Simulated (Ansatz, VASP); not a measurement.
Rh: VASP beside Ansatz

```
CELL_PARAMETERS angstrom
2.68233 0.00000 0.00000
-1.34116 2.32296 0.00000
0.00000 0.00000 4.87245
ATOMIC_POSITIONS crystal
Rh 0.66667 0.33333 0.75000
Rh 0.33333 0.66667 0.25000
```

Alike in both runs: task single point; functional PBEsol; k mesh 21 × 21 × 12; occupations gaussian, width 0.15 eV; no spin polarisation.

```csv
,VASP,Ansatz
version,VASP 6.6.1,Ansatz 0.2.0
potentials or method,"VASP PAW PBE potentials, release 64 (Rh_pv), cutoff 520 eV","scalar-relativistic, plane waves, PAW"
valence electrons in the cell,30,34
```

```tsv
	VASP	Ansatz	Ansatz less VASP
gap on the k mesh at the Fermi level (eV)	none	none	-
pressure (GPa)	-21.6	-21.6	+0.02
traceless stress, the component that is largest in VASP (GPa)	-14.69	-14.71	-0.019
```

VASP's potentials were made for PBE, not for PBEsol, and Ansatz warns of the same on its side. A gap of «none» marks a metal or a gap that the smearing closes. VASP's potentials hold 30 valence electrons a cell and Ansatz's 34, so a difference there can come from the potentials and not from the codes.
